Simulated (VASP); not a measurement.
# TaTeS in VASP: single point with PBE

Aim: the single point of TaTeS with PBE.

Everything below comes from runs of VASP 6.6.1. Logs are shortened: lines on timing, memory, paths and dates and some standing lists are left out, and cuts for length are marked.

## (1) The cell of the first run

The cell holds a sheet with vacuum, 3 atoms: a = 3.542 Å, b = 3.542 Å, c = 30.664 Å, α = 90.00°, β = 90.00°, γ = 120.00°.

## (2) Single point, PBE

POSCAR reads:

```
TaTeS
1.0
    3.5423686862     -0.0000002887      0.0000000000
   -1.7711840931      3.0677814161      0.0000000000
    0.0000000000      0.0000000000     30.6641230000
Ta Te S
1 1 1
Direct
    0.0000000000      0.0000000000      0.2855260000
    0.6666666667      0.3333333333      0.3486090000
    0.3333333333      0.6666666667      0.2399150000
```

INCAR.step1 reads:

```
PREC = Accurate
ENCUT = 520
EDIFF = 1E-7
ISMEAR = 0
SIGMA = 0.1
LREAL = False
LASPH = True
NELM = 80
ALGO = Normal
ISIF = 2
LWAVE = False
LCHARG = True
LMAXMIX = 4
LDIPOL = True
IDIPOL = 3
DIPOL = 0.5 0.5 0.291
GGA = PE
NBANDS = 18
```

KPOINTS.step1 reads:

```
regular mesh
0
Gamma
  18 18 1
```

INCAR.step2 reads:

```
PREC = Accurate
ENCUT = 520
EDIFF = 1E-7
ISMEAR = -5
SIGMA = 0.1
LREAL = False
LASPH = True
NELM = 80
ALGO = Normal
ISIF = 2
LWAVE = False
LCHARG = False
LMAXMIX = 4
LDIPOL = True
IDIPOL = 3
DIPOL = 0.5 0.5 0.291
GGA = PE
LORBIT = 11
NBANDS = 18
NEDOS = 1001
ICHARG = 11
```

KPOINTS.step2 reads:

```
regular mesh
0
Gamma
  27 27 1
```

Potentials or basis: VASP PAW PBE potentials, release 64 (Ta_pv, Te, S).

The run is started by

```bash
$ cat potpaw_PBE.64/Ta_pv/POTCAR potpaw_PBE.64/Te/POTCAR potpaw_PBE.64/S/POTCAR > POTCAR
$ cp INCAR.step1 INCAR
$ cp KPOINTS.step1 KPOINTS
$ mpirun -np 1 vasp_std > vasp.out
$ cp INCAR.step2 INCAR
$ cp KPOINTS.step2 KPOINTS
$ mpirun -np 1 vasp_std > vasp.out
```

OUTCAR:

```text
PREC = Accurate
   ENCUT = 520
   EDIFF = 1E-7
   ISMEAR = -5
   LREAL = False
   LASPH = True
   NELM = 80
   ISIF = 2
   GGA = PE
   LORBIT = 11
   ICHARG = 11

 ion  position               nearest neighbor table
   1  0.000  0.000  0.286-   3 2.48   3 2.48   3 2.48   2 2.82   2 2.82   2 2.82
   2  0.667  0.333  0.349-   1 2.82   1 2.82   1 2.82
   3  0.333  0.667  0.240-   1 2.48   1 2.48   1 2.48

  LATTYP: Found a hexagonal cell.
 ALAT       =     3.5423686862
 C/A-ratio  =     8.6563894717

  Lattice vectors:

 A1 = (   3.5423686862,  -0.0000002887,   0.0000000000)
 A2 = (  -1.7711840931,   3.0677814161,   0.0000000000)
 A3 = (   0.0000000000,   0.0000000000,  30.6641230000)

Analysis of symmetry for initial positions (statically):
=====================================================================
 Subroutine PRICEL returns:
 Original cell was already a primitive cell.

 Routine SETGRP: Setting up the symmetry group for a
 hexagonal supercell.

 Subroutine GETGRP returns: Found  6 space group operations
 (whereof  6 operations were pure point group operations)
 out of a pool of 24 trial point group operations.

The static configuration has the point symmetry C_3v.

Analysis of symmetry for dynamics (positions and initial velocities):
=====================================================================
 Subroutine PRICEL returns:
 Original cell was already a primitive cell.

 Routine SETGRP: Setting up the symmetry group for a
 hexagonal supercell.

 Subroutine GETGRP returns: Found  6 space group operations
 (whereof  6 operations were pure point group operations)
 out of a pool of 24 trial point group operations.

The dynamic configuration has the point symmetry C_3v.

 Subroutine INISYM returns: Found  6 space group operations
 (whereof  6 operations are pure point group operations),
 and found     1 'primitive' translations

----------------------------------------------------------------------------------------

                                     Primitive cell

  volume of cell :     333.2335

  direct lattice vectors                    reciprocal lattice vectors
     3.542368686 -0.000000289  0.000000000     0.282296998  0.162984217  0.000000000
    -1.771184093  3.067781416  0.000000000     0.000000027  0.325968481  0.000000000
     0.000000000  0.000000000 30.664123000     0.000000000  0.000000000  0.032611401

  length of vectors
     3.542368686  3.542368686 30.664123000     0.325968481  0.325968481  0.032611401

  position of ions in fractional coordinates (direct lattice)
     0.000000000  0.000000000  0.285526000
     0.666666667  0.333333333  0.348609000
     0.333333333  0.666666667  0.239915000

  ion indices of the primitive-cell ions
   primitive index   ion index
                 1           1
                 2           2
                 3           3

----------------------------------------------------------------------------------------

 KPOINTS: regular mesh

Automatic generation of k-mesh.
 Grid dimensions read from file:
 generate k-points for:   27   27    1

 Generating k-lattice:

  Cartesian coordinates                     Fractional coordinates (reciprocal lattice)
     0.010455444  0.006036452  0.000000000     0.037037037  0.000000000  0.000000000
     0.000000001  0.012072907  0.000000000     0.000000000  0.037037037  0.000000000
     0.000000000  0.000000000  0.032611401     0.000000000  0.000000000  1.000000000

  Length of vectors
     0.012072907  0.012072907  0.032611401

  Shift w.r.t. Gamma in fractional coordinates (k-lattice)
     0.000000000  0.000000000  0.000000000

 TETIRR: Found    376 inequivalent tetrahedra from     4374

 Subroutine IBZKPT returns following result:
 ===========================================

 Found     75 irreducible k-points:

 Following reciprocal coordinates:
            Coordinates               Weight
  0.000000  0.000000  0.000000      1.000000
  0.037037  0.000000  0.000000      6.000000
  0.074074  0.000000  0.000000      6.000000
  0.111111 -0.000000  0.000000      6.000000
  0.148148  0.000000  0.000000      6.000000
  0.185185  0.000000  0.000000      6.000000
[... 16 lines left out ...]
  0.333333  0.037037  0.000000     12.000000
  0.370370  0.037037  0.000000     12.000000
 [... further k-points ...]
   k-points           NKPTS =     75   k-points in BZ     NKDIM =     75   number of bands    NBANDS=     18
   number of dos      NEDOS =   1001   number of ions     NIONS =      3
   total plane-waves  NPLWV = 188160
   dimension x,y,z NGX =    28 NGY =   28 NGZ =  240
   dimension x,y,z NGXF=    56 NGYF=   56 NGZF=  480
   ions per type =               1   1   1
   NGX,Y,Z   is equivalent  to a cutoff of  13.14, 13.14, 13.01 a.u.
   NGXF,Y,Z  is equivalent  to a cutoff of  26.28, 26.28, 26.02 a.u.
 SYSTEM =  unknown system
   PREC   = accura    normal or accurate (medium, high low for compatibility)
   ISTART =      0    job   : 0-new  1-cont  2-samecut
   ICHARG =     11    charge: 1-file 2-atom 10-const
   ISPIN  =      1    spin polarized calculation?
   LNONCOLLINEAR =      F non collinear calculations
   LSORBIT =      F    spin-orbit coupling
   LASPH  =      T    aspherical Exc in radial PAW
   ENCUT  =  520.0 eV  38.22 Ry    6.18 a.u.   6.59  6.59 57.01*2*pi/ulx,y,z
   NELM   =     80;   NELMIN=  2; NELMDL=  0     # of ELM steps
   EDIFF  = 0.1E-06   stopping-criterion for ELM
   LREAL  =      F    real-space projection
   EDIFFG = 0.1E-05   stopping-criterion for IOM
   NSW    =      0    number of steps for IOM
   IBRION =     -1    ionic relax: 0-MD 1-quasi-New 2-CG
   NFREE  =      0    steps in history (QN), initial steepest desc. (CG)
   ISIF   =      2    stress and relaxation
   ISYM   =      2    0-nonsym 1-usesym 2-fastsym
   POTIM  = 0.5000    time-step for ionic-motion
   TEBEG  =    0.0;   TEEND  =   0.0 temperature during run
   PSTRESS=    0.0 pullay stress
   NELECT =      23.0000    total number of electrons
   NUPDOWN=      -1.0000    fix difference up-down
   EMIN   =  10.00;   EMAX   =-10.00  energy-range for DOS
   EFERMI =   0.00;   METHOD = LEGACY
   ISMEAR =    -5;   SIGMA  =   0.10  broadening in eV -4-tet -1-fermi 0-gaus
   EFERMI_NEDOS =   21; number of points for ismear=-14 and -15
   IALGO  =     38    algorithm
   IMIX   =      4    mixing-type and parameters
     AMIX     =   0.40;   BMIX     =  1.00
     AMIX_MAG =   1.60;   BMIX_MAG =  1.00
  volume/ion in A,a.u.               =     111.08       749.59
  Fermi-wavevector in a.u.,A,eV,Ry     =   0.671534  1.269015  6.135651  0.450958
  Thomas-Fermi vector in A             =   1.747382
   LORBIT       =     11    0 simple, 1 ext, 2 COOP (PROOUT), +10 PAW based schemes
   GGA     = PE    functional components
   LHFCALC =     F    Hartree Fock is set to
   AEXX    =    0.0000 exact exchange contribution
   IVDW    =     0    specifies the selected vdW correction
   LEPSILON=     F    determine dielectric tensor
   LRPA    =     F    only Hartree local field effects (RPA)
 non-spin polarized calculation
 Fermi weights with tetrahedron method with Bloechl corrections
  energy-cutoff  :      520.00
  volume of cell :      333.23
 maximum number of plane-waves:      9093
 NGX is ok and might be reduce to    28

 number of electron      23.0000001 magnetization

 dipolmoment           0.000000      0.000000     -0.047859 electrons x Angstroem

 Free energy of the ion-electron system (eV)
  ---------------------------------------------------
  ext. energy  EPLUGINS =         0.00000000
  ---------------------------------------------------
  free energy    TOTEN  =       -20.98843422 eV

  energy without entropy =      -20.98843422  energy(sigma->0) =      -20.98843422

 E-fermi :  -2.2854     XC(G=0):  -2.4976

 val. band max:       -2.2307146795   @ k =   0.0000   0.0000   0.0000
 cond. band min:      -2.2788136365   @ k =   0.2963   0.1481   0.0000
 fundamental gap:     -0.0480989570
 Fermi energy:        -2.2854426699

 k-point     1 :       0.0000    0.0000    0.0000
  band No.  band energies     occupation
      1     -37.5878      2.00000
      2     -37.5878      2.00000
      3     -37.5661      2.00000
      4     -16.4052      2.00000
      5     -14.8196      2.00000
      6      -8.1620      2.00000
[... 10 lines left out ...]
     17       1.6956      0.00000
     18       1.9619      0.00000

 k-point     2 :       0.0370    0.0000    0.0000
  band No.  band energies     occupation
      1     -37.5899      2.00000
      2     -37.5883      2.00000
      3     -37.5657      2.00000
      4     -16.3901      2.00000
      5     -14.8091      2.00000
      6      -8.1413      2.00000
[... 10 lines left out ...]
     17       1.6728      0.00000
     18       2.0144      0.00000

 k-point     3 :       0.0741    0.0000    0.0000
  band No.  band energies     occupation
      1     -37.5962      2.00000
      2     -37.5897      2.00000
      3     -37.5645      2.00000
      4     -16.3456      2.00000
      5     -14.7772      2.00000
      6      -8.0800      2.00000
[... 412 lines left out ...]
 k-point    23 :       0.3333    0.0370    0.0000
  band No.  band energies     occupation
      1     -37.7124      2.00000
      2     -37.6183      2.00000
      3     -37.5419      2.00000
      4     -15.5453      2.00000
      5     -13.8137      2.00000
      6      -7.8767      2.00000
[... 10 lines left out ...]
     17       2.4180      0.00000
     18       3.0787      0.00000

 k-point    24 :       0.3704    0.0370    0.0000
  band No.  band energies     occupation
      1     -37.7252      2.00000
      2     -37.6215      2.00000
      3     -37.5394      2.00000
      4     -15.4675      2.00000
      5     -13.6256      2.00000
      6      -8.1565      2.00000
[... 10 lines left out ...]
     17       2.3863      0.00000
     18       2.9052      0.00000

 [... further k-points ...]

------------------------ aborting loop because EDIFF is reached ----------------------------------------

 vacuum level on the upper side and lower side of the slab       (xc-potential included)        -0.401         0.383

  FORCE on cell =-STRESS in cart. coord.  units (eV):
  Direction    XX          YY          ZZ          XY          YZ          ZX
  --------------------------------------------------------------------------------------
  -------------------------------------------------------------------------------------
  Total        0.0023029      0.0023029      0.0234881     -0.0000000      0.0000000     -0.0000000
  in kB        0.0110722      0.0110722      0.1129300     -0.0000000      0.0000000     -0.0000000
  external PRESSURE =       0.0450248 kB  Pullay stress =       0.0000000 kB

 VOLUME and BASIS-vectors are now :
 -----------------------------------------------------------------------------
  energy-cutoff  :      520.00
  volume of cell :      333.23
      direct lattice vectors                 reciprocal lattice vectors
     3.542368686 -0.000000289  0.000000000     0.282296998  0.162984217  0.000000000
    -1.771184093  3.067781416  0.000000000     0.000000027  0.325968481  0.000000000
     0.000000000  0.000000000 30.664123000     0.000000000  0.000000000  0.032611401

 POSITION                                       TOTAL-FORCE (eV/Angst)
 -----------------------------------------------------------------------------------
      0.00000      0.00000      8.75540        -0.000000     -0.000000      0.008466
      1.77118      1.02259     10.68979         0.000000     -0.000000      0.005913
      0.00000      2.04519      7.35678         0.000000      0.000000     -0.014379
 -----------------------------------------------------------------------------------
    total drift:                                0.000075     -0.000043     -0.000456

  FREE ENERGIE OF THE ION-ELECTRON SYSTEM (eV)
  ---------------------------------------------------
  free  energy   TOTEN  =       -20.9884342196 eV

  energy  without entropy=      -20.9884342196  energy(sigma->0) =      -20.98843422

 vacuum level on the upper side and lower side of the slab         1.850         2.647

 total charge

# of ion       s       p       d       tot
------------------------------------------
    1        0.292   6.166   2.279   8.737
    2        1.386   1.998   0.056   3.440
    3        1.346   2.375   0.000   3.722
--------------------------------------------------
tot          3.023  10.540   2.335  15.898
```

It took 22 min on 1 thread of Intel Xeon 8259CL, shared host; peak memory 0.8 GiB.

What came out:

| Property | Result |
| --- | --- |
| Valence electrons inside the program's atomic spheres | Ta 8.74; Te 3.44; S 3.72 |

Caveat: spin-orbit coupling is left out, which moves the levels of the heavy elements; tetrahedron occupations give inexact forces and stress in metals.
